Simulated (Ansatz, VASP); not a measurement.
Two plane-wave programs on SnO2

File POSCAR:

```
SnO2
1.0
    4.8312153838      0.0000000000      0.0000000000
    0.0000000000      4.8314584775      0.0000000000
    0.0000000000      0.0000000000      3.2007107582
Sn O
2 4
Direct
    0.5000000000      0.5000000000      0.5000000000
    0.0000000000      0.0000000000      0.0000000000
    0.3058623571      0.3059582263      0.0000000000
    0.8058623571      0.1940417737      0.5000000000
    0.1941376429      0.8059582263      0.5000000000
    0.6941376429      0.6940417737      0.0000000000
```

Contents of INCAR.step1:

```
  PREC = Accurate
  ENCUT = 520
  ISMEAR = 0
  SIGMA = 0.05
  LREAL = F
  LASPH = T
  NELM = 100
  NBANDS = 35
  GGA = PE
  ALGO = Normal
  EDIFF = 1E-4
  LWAVE = T
  LCHARG = F
```

Contents of INCAR.step2:

```
  PREC = Accurate
  ENCUT = 520
  EDIFF = 1E-6
  ISMEAR = 0
  SIGMA = 0.05
  LREAL = F
  LASPH = T
  NELM = 100
  ALGO = Normal
  ISIF = 2
  LWAVE = F
  LCHARG = F
  METAGGA = R2SCAN
  LMIXTAU = T
  NBANDS = 35
  ISTART = 1
```

The input KPOINTS:

```
regular mesh
0
Gamma
  6 6 8
```

Input for Ansatz:

```yaml
crystal:
  lattice:
    - [4.8312153838, 0.0, 0.0]
    - [0.0, 4.8314584775, 0.0]
    - [0.0, 0.0, 3.2007107582]
  atoms:
    - { symbol: Sn, position: [0.5, 0.5, 0.5] }
    - { symbol: Sn, position: [0.0, 0.0, 0.0] }
    - { symbol: O, position: [0.3058623571, 0.3059582263, 0.0] }
    - { symbol: O, position: [0.8058623571, 0.1940417737, 0.5] }
    - { symbol: O, position: [0.1941376429, 0.8059582263, 0.5] }
    - { symbol: O, position: [0.6941376429, 0.6940417737, 0.0] }
basis:
  ecutwfc: 500
kpoints:
  mp_grid: { grid: [6, 6, 8] }
hamiltonian:
  xc: r2scan
scf:
  occupations: { method: gaussian, width: 0.05 }
output:
  forces: true
  stress: true
  eigenvalues: true
```

Change from the starting cell: strain +0.015 along x and y, +0.000 along z, atoms carried along.

Alike in both runs: task single point; functional r2SCAN; k mesh 6 × 6 × 8; occupations gaussian, width 0.05 eV; no spin polarisation.

|  | VASP | Ansatz |
| --- | --- | --- |
| version | VASP 6.6.1 | Ansatz 0.2.0 |
| potentials or method | VASP PAW PBE potentials, release 64 (Sn_d, O), cutoff 520 eV | scalar-relativistic, plane waves, PAW |
| valence electrons in the cell | 52 | 52 |

VASP gave:

- gap on the k mesh at the Fermi level (eV): 1.49
- least direct gap on the mesh (eV): 1.49
- pressure (GPa): -4.5
- traceless stress, the component that is largest in VASP (GPa): 1.44
- rms of the force components (eV/Å): 0.022

Which values does Ansatz return?

gap on the k mesh at the Fermi level (eV): 1.47; least direct gap on the mesh (eV): 1.47; pressure (GPa): -5.4; traceless stress, the component that is largest in VASP (GPa): 1.08; rms of the force components (eV/Å): 0.038.

VASP's potentials were made for PBE, not for r2SCAN. Atom by atom the forces differ by 0.016 eV/Å (rms over components).
